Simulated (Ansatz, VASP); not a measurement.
ZnCd2Te3: VASP beside Ansatz

File INCAR:

```
SYSTEM = ZnCd2Te3
ALGO = Normal
EDIFF = 1E-7
ENCUT = 520
GGA = PE
ISIF = 2
ISMEAR = 0
LASPH = .True.
LCHARG = .False.
LREAL = .False.
LWAVE = .False.
NBANDS = 66
NELM = 80
PREC = Accurate
SIGMA = 0.1
```

The input KPOINTS:

```
k-points
0
Gamma
  4 2 4
  0 0 0
```

POSCAR

```
ZnCd2Te3
1.0
    4.5647874000      0.0000000000      0.0000000000
    0.0000000000     -9.1295748000      0.0000000000
   -2.2823937000      2.2823937000     -9.7670268000
Zn Cd Te
2 4 6
Direct
    0.5000000000      0.7500000000      0.0000000000
    0.5000000000      0.2500000000      0.0000000000
    0.1626560000      0.5813280000      0.3253120000
    0.1626560000      0.0813280000      0.3253120000
    0.8373440000      0.9186720000      0.6746880000
    0.8373440000      0.4186720000      0.6746880000
    0.9251380000      0.7125690000      0.8502760000
    0.9251380000      0.2125690000      0.8502760000
    0.2500000000      0.8750000000      0.5000000000
    0.2500000000      0.3750000000      0.5000000000
    0.5748620000      0.5374310000      0.1497240000
    0.5748620000      0.0374310000      0.1497240000
```

Input for Ansatz:

```yaml
crystal:
  lattice:
    - [4.5647874, 0.0, 0.0]
    - [0.0, -9.1295748, 0.0]
    - [-2.2823937, 2.2823937, -9.7670268]
  atoms:
    - { symbol: Zn, position: [0.5, 0.75, 0.0] }
    - { symbol: Zn, position: [0.5, 0.25, 0.0] }
    - { symbol: Cd, position: [0.162656, 0.581328, 0.325312] }
    - { symbol: Cd, position: [0.162656, 0.081328, 0.325312] }
    - { symbol: Cd, position: [0.837344, 0.918672, 0.674688] }
    - { symbol: Cd, position: [0.837344, 0.418672, 0.674688] }
    - { symbol: Te, position: [0.925138, 0.712569, 0.850276] }
    - { symbol: Te, position: [0.925138, 0.212569, 0.850276] }
    - { symbol: Te, position: [0.25, 0.875, 0.5] }
    - { symbol: Te, position: [0.25, 0.375, 0.5] }
    - { symbol: Te, position: [0.574862, 0.537431, 0.149724] }
    - { symbol: Te, position: [0.574862, 0.037431, 0.149724] }
basis:
  ecutwfc: 420
kpoints:
  mp_grid: { grid: [4, 2, 4] }
hamiltonian:
  xc: pbe
scf:
  occupations: { method: gaussian, width: 0.1 }
  lower_state_search: "off"
output:
  forces: true
  stress: true
  eigenvalues: true
```

Alike in both runs: task single point; functional PBE; k mesh 4 × 2 × 4; occupations gaussian, width 0.1 eV; no spin polarisation.

|  | VASP | Ansatz |
| --- | --- | --- |
| version | VASP 6.6.1 | Ansatz 0.2.0 |
| potentials or method | VASP PAW PBE potentials, release 64 (Zn, Cd, Te), cutoff 520 eV | scalar-relativistic, plane waves, PAW |
| valence electrons in the cell | 108 | 200 |

```csv
,VASP,Ansatz,Ansatz less VASP
gap on the k mesh at the Fermi level (eV),0.65,0.65,+0.002
least direct gap on the mesh (eV),0.65,0.65,+0.002
pressure (GPa),0.1,0.0,-0.10
"traceless stress, the component that is largest in VASP (GPa)",-0.17,-0.17,-0.001
rms of the force components (eV/Å),0.004,0.001,-0.0023
```

Atom by atom the forces differ by 0.002 eV/Å (rms over components). The functional is the same, so the differences come from potentials, cutoffs and numerics. VASP's potentials hold 108 valence electrons a cell and Ansatz's 200, so a difference there can come from the potentials and not from the codes.

Spin-orbit coupling is off throughout.
